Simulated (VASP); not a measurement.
Input of a VASP 6.6.1 run:

File INCAR:

```
SYSTEM = Lu
ALGO = Fast
EDIFF = 1E-7
ENCUT = 520
GGA = PS
ISIF = 2
ISMEAR = -1
LASPH = .True.
LCHARG = .False.
LREAL = .False.
LWAVE = .False.
NBANDS = 32
NELM = 80
PREC = Accurate
SIGMA = 0.05
```

File KPOINTS:

```
k-points
0
Gamma
  9 9 5
  0 0 0
```

The input POSCAR:

```
Lu
1.0
    3.4557550070      0.0000000000      0.0000000000
   -1.7278775035      2.9927716254      0.0000000000
    0.0000000000      0.0000000000      5.4758786414
Lu
2
Direct
    0.6666666667      0.3333333333      0.7500000000
    0.3333333333      0.6666666667      0.2500000000
```

Potentials or basis: VASP PAW PBE potentials, release 64 (Lu).

Launch:

```console
$ cat potpaw_PBE.64/Lu/POTCAR > POTCAR
$ mpirun -np 1 vasp_std > vasp.out
```

Question: Predict the pressure.

Answer: -1.3 GPa.

Question: What does it give for the band gap on the k mesh?

Answer: Zero (bands 25 and 26 overlap by 1.46 eV).

Stress tensor (GPa, compression positive):
```
-0.93  0.00  0.00
 0.00 -0.93  0.00
 0.00  0.00 -2.18
```

Caveat: the PAW data sets were made with another functional, which shifts forces and pressure a little; spin-orbit coupling is left out, which moves the levels of the heavy elements.
